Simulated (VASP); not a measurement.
# CdH2 (P4/mmm) in VASP: single point with PBE

Aim: the single point of CdH2 with PBE.

All numbers are computed with VASP 6.6.1; they aren't measurements. Logs are shortened: lines on timing, memory, paths and dates and some standing lists are left out, and cuts for length are marked.

## 1. The cell of the first run

It takes space group P4/mmm (No. 123, tetragonal). The conventional cell has a = 3.163 Å, b = 3.163 Å, c = 3.708 Å, α = 90.00°, β = 90.00°, γ = 90.00°. Within 2.5 Å of Cd (site symmetry 4/mmm) lie 6 H at 1.85 to 2.24 Å. Within 3.0 Å of H (site symmetry 4/mmm) lie 4 Cd at 2.24 Å and 8 H at 2.91 Å. Within 2.5 Å of H (site symmetry 4/mmm) lie 2 Cd at 1.85 Å.

The cell was generated, and may not be a known phase.

## 2. Single point, PBE

File INCAR:

```
ALGO = Normal ; EDIFF = 1E-6
ENCUT = 1230 ; GGA = PE
GGA_COMPAT = F ; ISIF = 2
ISMEAR = 0 ; LASPH = T
LCHARG = T ; LELF = T
LREAL = F ; LVHAR = T
LWAVE = F ; NBANDS = 18
NELM = 120 ; PREC = Accurate
SIGMA = 0.1
```

File KPOINTS:

```
k-points
0
Gamma
  14 14 12
```

File POSCAR:

```
CdH2
1.0
    3.1633594439      0.0000000000      0.0000000000
    0.0000000000      3.1633594439      0.0000000000
    0.0000000000      0.0000000000      3.7080338144
Cd H
1 2
Direct
    0.0000000000      0.0000000000      0.5000000000
    0.5000000000      0.5000000000      0.5000000000
    0.0000000000      0.0000000000      0.0000000000
```

Potentials or basis: VASP PAW PBE potentials, release 64 (Cd_sv_GW, H_h).

The run is started by

```sh
> cat potpaw_PBE.64/Cd_sv_GW/POTCAR potpaw_PBE.64/H_h/POTCAR > POTCAR
> mpirun -np 1 vasp_std > vasp.out
```

OUTCAR:

```text
EDIFF = 1E-6
   ENCUT = 1230
   GGA = PE
   ISIF = 2
   ISMEAR = 0
   LASPH = T
   LREAL = F
   NELM = 120
   PREC = Accurate

 ion  position               nearest neighbor table
   1  0.000  0.000  0.500-
   2  0.500  0.500  0.500-
   3  0.000  0.000  0.000-

  LATTYP: Found a simple tetragonal cell.
 ALAT       =     3.1633594439
 C/A-ratio  =     1.1721822576

  Lattice vectors:

 A1 = (   3.1633594439,   0.0000000000,   0.0000000000)
 A2 = (   0.0000000000,   3.1633594439,   0.0000000000)
 A3 = (   0.0000000000,   0.0000000000,   3.7080338144)

Analysis of symmetry for initial positions (statically):
=====================================================================
 Subroutine PRICEL returns:
 Original cell was already a primitive cell.

 Routine SETGRP: Setting up the symmetry group for a
 simple tetragonal supercell.

 Subroutine GETGRP returns: Found 16 space group operations
 (whereof 16 operations were pure point group operations)
 out of a pool of 16 trial point group operations.

The static configuration has the point symmetry D_4h.

Analysis of symmetry for dynamics (positions and initial velocities):
=====================================================================
 Subroutine PRICEL returns:
 Original cell was already a primitive cell.

 Routine SETGRP: Setting up the symmetry group for a
 simple tetragonal supercell.

 Subroutine GETGRP returns: Found 16 space group operations
 (whereof 16 operations were pure point group operations)
 out of a pool of 16 trial point group operations.

The dynamic configuration has the point symmetry D_4h.

 Subroutine INISYM returns: Found 16 space group operations
 (whereof 16 operations are pure point group operations),
 and found     1 'primitive' translations

----------------------------------------------------------------------------------------

                                     Primitive cell

  volume of cell :      37.1057

  direct lattice vectors                    reciprocal lattice vectors
     3.163359444  0.000000000  0.000000000     0.316119625  0.000000000  0.000000000
     0.000000000  3.163359444  0.000000000     0.000000000  0.316119625  0.000000000
     0.000000000  0.000000000  3.708033814     0.000000000  0.000000000  0.269684704

  length of vectors
     3.163359444  3.163359444  3.708033814     0.316119625  0.316119625  0.269684704

  position of ions in fractional coordinates (direct lattice)
     0.000000000  0.000000000  0.500000000
     0.500000000  0.500000000  0.500000000
     0.000000000  0.000000000  0.000000000

  ion indices of the primitive-cell ions
   primitive index   ion index
                 1           1
                 2           2
                 3           3

----------------------------------------------------------------------------------------

 KPOINTS: k-points

Automatic generation of k-mesh.
 Grid dimensions read from file:
 generate k-points for:   14   14   12

 Generating k-lattice:

  Cartesian coordinates                     Fractional coordinates (reciprocal lattice)
     0.022579973  0.000000000  0.000000000     0.071428571  0.000000000  0.000000000
     0.000000000  0.022579973  0.000000000     0.000000000  0.071428571  0.000000000
     0.000000000  0.000000000  0.022473725     0.000000000  0.000000000  0.083333333

  Length of vectors
     0.022579973  0.022579973  0.022473725

  Shift w.r.t. Gamma in fractional coordinates (k-lattice)
     0.000000000  0.000000000  0.000000000

 Subroutine IBZKPT returns following result:
 ===========================================

 Found    252 irreducible k-points:

 Following reciprocal coordinates:
            Coordinates               Weight
  0.000000  0.000000  0.000000      1.000000
  0.071429  0.000000  0.000000      4.000000
  0.142857  0.000000  0.000000      4.000000
  0.214286  0.000000  0.000000      4.000000
  0.285714  0.000000  0.000000      4.000000
  0.357143  0.000000  0.000000      4.000000
[... 16 lines left out ...]
  0.285714  0.214286  0.000000      8.000000
  0.357143  0.214286  0.000000      8.000000
 [... further k-points ...]
   k-points           NKPTS =    252   k-points in BZ     NKDIM =    252   number of bands    NBANDS=     18
   number of dos      NEDOS =    301   number of ions     NIONS =      3
   total plane-waves  NPLWV =  54432
   dimension x,y,z NGX =    36 NGY =   36 NGZ =   42
   dimension x,y,z NGXF=    72 NGYF=   72 NGZF=   84
   ions per type =               1   2
   NGX,Y,Z   is equivalent  to a cutoff of  18.92, 18.92, 18.83 a.u.
   NGXF,Y,Z  is equivalent  to a cutoff of  37.84, 37.84, 37.66 a.u.
 SYSTEM =  unknown system
   PREC   = accura    normal or accurate (medium, high low for compatibility)
   ISTART =      0    job   : 0-new  1-cont  2-samecut
   ICHARG =      2    charge: 1-file 2-atom 10-const
   ISPIN  =      1    spin polarized calculation?
   LNONCOLLINEAR =      F non collinear calculations
   LSORBIT =      F    spin-orbit coupling
   LASPH  =      T    aspherical Exc in radial PAW
   ENCUT  = 1230.0 eV  90.40 Ry    9.51 a.u.   9.05  9.05 10.60*2*pi/ulx,y,z
   NELM   =    120;   NELMIN=  2; NELMDL= -5     # of ELM steps
   EDIFF  = 0.1E-05   stopping-criterion for ELM
   LREAL  =      F    real-space projection
   EDIFFG = 0.1E-04   stopping-criterion for IOM
   NSW    =      0    number of steps for IOM
   IBRION =     -1    ionic relax: 0-MD 1-quasi-New 2-CG
   NFREE  =      0    steps in history (QN), initial steepest desc. (CG)
   ISIF   =      2    stress and relaxation
   ISYM   =      2    0-nonsym 1-usesym 2-fastsym
   POTIM  = 0.5000    time-step for ionic-motion
   TEBEG  =    0.0;   TEEND  =   0.0 temperature during run
   PSTRESS=    0.0 pullay stress
   NELECT =      22.0000    total number of electrons
   NUPDOWN=      -1.0000    fix difference up-down
   EMIN   =  10.00;   EMAX   =-10.00  energy-range for DOS
   EFERMI =   0.00;   METHOD = LEGACY
   ISMEAR =     0;   SIGMA  =   0.10  broadening in eV -4-tet -1-fermi 0-gaus
   EFERMI_NEDOS =   21; number of points for ismear=-14 and -15
   IALGO  =     38    algorithm
   IMIX   =      4    mixing-type and parameters
     AMIX     =   0.40;   BMIX     =  1.00
     AMIX_MAG =   1.60;   BMIX_MAG =  1.00
  volume/ion in A,a.u.               =      12.37        83.47
  Fermi-wavevector in a.u.,A,eV,Ry     =   1.375315  2.598968 25.735297  1.891491
  Thomas-Fermi vector in A             =   2.500662
   LORBIT       =      0    0 simple, 1 ext, 2 COOP (PROOUT), +10 PAW based schemes
   GGA     = PE    functional components
   LHFCALC =     F    Hartree Fock is set to
   AEXX    =    0.0000 exact exchange contribution
   IVDW    =     0    specifies the selected vdW correction
   LEPSILON=     F    determine dielectric tensor
   LRPA    =     F    only Hartree local field effects (RPA)
 non-spin polarized calculation
 Gauss-broadening in eV      SIGMA  =   0.10
  energy-cutoff  :     1230.00
  volume of cell :       37.11
 maximum number of plane-waves:      3688
   NGX = 19   NGY = 19   NGZ = 21

 number of electron      22.0000003 magnetization

 Free energy of the ion-electron system (eV)
  ---------------------------------------------------
  ext. energy  EPLUGINS =         0.00000000
  ---------------------------------------------------
  free energy    TOTEN  =        -6.49376782 eV

  energy without entropy =       -6.49304474  energy(sigma->0) =       -6.49340628

 E-fermi :   2.5286     XC(G=0):  -9.3871

 val. band max:        2.4534284267   @ k =   0.4286   0.0714   0.4167
 cond. band min:       2.6184785062   @ k =   0.5000   0.2143   0.4167
 fundamental gap:      0.1650500795
 Fermi energy:         2.5285931425

 k-point     1 :       0.0000    0.0000    0.0000
  band No.  band energies     occupation
      1    -100.0913      2.00000
      2     -61.1508      2.00000
      3     -61.1508      2.00000
      4     -61.1138      2.00000
      5      -7.1423      2.00000
      6      -6.5381      2.00000
[... 10 lines left out ...]
     17      14.7369      0.00000
     18      20.6453      0.00000

 k-point     2 :       0.0714    0.0000    0.0000
  band No.  band energies     occupation
      1    -100.0912      2.00000
      2     -61.1516      2.00000
      3     -61.1507      2.00000
      4     -61.1138      2.00000
      5      -7.1312      2.00000
      6      -6.5165      2.00000
[... 10 lines left out ...]
     17      15.3397      0.00000
     18      20.5648      0.00000

 k-point     3 :       0.1429    0.0000    0.0000
  band No.  band energies     occupation
      1    -100.0911      2.00000
      2     -61.1538      2.00000
      3     -61.1506      2.00000
      4     -61.1136      2.00000
      5      -7.1020      2.00000
      6      -6.4609      2.00000
[... 10 lines left out ...]
     17      16.9224      0.00000
     18      19.1519      0.00000

 k-point     4 :       0.2143    0.0000    0.0000
  band No.  band energies     occupation
      1    -100.0910      2.00000
      2     -61.1571      2.00000
      3     -61.1503      2.00000
      4     -61.1134      2.00000
      5      -7.0628      2.00000
      6      -6.3877      2.00000
[... 10 lines left out ...]
     17      17.7031      0.00000
     18      18.9215      0.00000

 k-point     5 :       0.2857    0.0000    0.0000
  band No.  band energies     occupation
      1    -100.0908      2.00000
      2     -61.1606      2.00000
      3     -61.1501      2.00000
      4     -61.1131      2.00000
      5      -7.0218      2.00000
      6      -6.3102      2.00000
[... 10 lines left out ...]
     17      16.3115      0.00000
     18      19.3130      0.00000

 k-point     6 :       0.3571    0.0000    0.0000
  band No.  band energies     occupation
      1    -100.0906      2.00000
      2     -61.1639      2.00000
      3     -61.1498      2.00000
      4     -61.1129      2.00000
      5      -6.9862      2.00000
      6      -6.2412      2.00000
[... 10 lines left out ...]
     17      15.0689      0.00000
     18      18.5324      0.00000

 k-point     7 :       0.4286    0.0000    0.0000
  band No.  band energies     occupation
      1    -100.0905      2.00000
      2     -61.1661      2.00000
      3     -61.1497      2.00000
      4     -61.1127      2.00000
      5      -6.9620      2.00000
      6      -6.1935      2.00000
[... 10 lines left out ...]
     17      14.1691      0.00000
     18      17.7309      0.00000

 k-point     8 :       0.5000    0.0000    0.0000
  band No.  band energies     occupation
      1    -100.0905      2.00000
      2     -61.1669      2.00000
      3     -61.1496      2.00000
      4     -61.1127      2.00000
      5      -6.9534      2.00000
      6      -6.1764      2.00000
[... 10 lines left out ...]
     17      14.2223      0.00000
     18      17.2925      0.00000
[... 229 lines left out ...]
     17      15.2577      0.00000
     18      18.4210      0.00000

 k-point    20 :       0.4286    0.1429    0.0000
  band No.  band energies     occupation
      1    -100.0904      2.00000
      2     -61.1658      2.00000
      3     -61.1527      2.00000
      4     -61.1125      2.00000
      5      -6.9297      2.00000
      6      -6.1669      2.00000
[... 10 lines left out ...]
     17      14.3062      0.00000
     18      19.0082      0.00000

 k-point    21 :       0.5000    0.1429    0.0000
  band No.  band energies     occupation
      1    -100.0904      2.00000
      2     -61.1666      2.00000
      3     -61.1526      2.00000
      4     -61.1125      2.00000
      5      -6.9213      2.00000
      6      -6.1817      2.00000
[... 10 lines left out ...]
     17      13.9080      0.00000
     18      19.5270      0.00000

 k-point    22 :       0.2143    0.2143    0.0000
  band No.  band energies     occupation
      1    -100.0907      2.00000
      2     -61.1566      2.00000
      3     -61.1565      2.00000
      4     -61.1129      2.00000
      5      -6.9921      2.00000
      6      -6.1562      2.00000
[... 10 lines left out ...]
     17      17.5109      0.00000
     18      17.5973      0.00000

 k-point    23 :       0.2857    0.2143    0.0000
  band No.  band energies     occupation
      1    -100.0905      2.00000
      2     -61.1601      2.00000
      3     -61.1563      2.00000
      4     -61.1127      2.00000
      5      -6.9542      2.00000
      6      -6.2146      2.00000
[... 10 lines left out ...]
     17      16.5674      0.00000
     18      17.5851      0.00000

 k-point    24 :       0.3571    0.2143    0.0000
  band No.  band energies     occupation
      1    -100.0903      2.00000
      2     -61.1634      2.00000
      3     -61.1561      2.00000
      4     -61.1125      2.00000
      5      -6.9207      2.00000
      6      -6.3097      2.00000
[... 10 lines left out ...]
     17      15.4594      0.00000
     18      17.9740      0.00000

 [... further k-points ...]

------------------------ aborting loop because EDIFF is reached ----------------------------------------

  FORCE on cell =-STRESS in cart. coord.  units (eV):
  Direction    XX          YY          ZZ          XY          YZ          ZX
  --------------------------------------------------------------------------------------
  -------------------------------------------------------------------------------------
  Total        0.0085278      0.0085278      0.0162554      0.0000000      0.0000000      0.0000000
  in kB        0.3682186      0.3682186      0.7018885      0.0000000      0.0000000      0.0000000
  external PRESSURE =       0.4794419 kB  Pullay stress =       0.0000000 kB

 VOLUME and BASIS-vectors are now :
 -----------------------------------------------------------------------------
  energy-cutoff  :     1230.00
  volume of cell :       37.11
      direct lattice vectors                 reciprocal lattice vectors
     3.163359444  0.000000000  0.000000000     0.316119625  0.000000000  0.000000000
     0.000000000  3.163359444  0.000000000     0.000000000  0.316119625  0.000000000
     0.000000000  0.000000000  3.708033814     0.000000000  0.000000000  0.269684704

 POSITION                                       TOTAL-FORCE (eV/Angst)
 -----------------------------------------------------------------------------------
      0.00000      0.00000      1.85402         0.000000      0.000000      0.000000
      1.58168      1.58168      1.85402         0.000000      0.000000      0.000000
      0.00000      0.00000      0.00000         0.000000      0.000000      0.000000
 -----------------------------------------------------------------------------------
    total drift:                                0.000000     -0.000000      0.000000

  FREE ENERGIE OF THE ION-ELECTRON SYSTEM (eV)
  ---------------------------------------------------
  free  energy   TOTEN  =        -6.4937678153 eV

  energy  without entropy=       -6.4930447400  energy(sigma->0) =       -6.49340628
```

Run time: 2.9 min. Hardware: 1 thread of Intel Xeon 6975P-C (Granite Rapids), shared host; peak memory 0.82 GiB.

Results:

| Quantity | Value |
| --- | --- |
| Free energy | -6.4938 eV |
| Pressure | 0.0 GPa |
| Band gap on the k mesh | zero (bands 11 and 12 overlap by 1.92 eV) |

The gap in the log of VASP goes by the Fermi energy; the results here count the filled bands.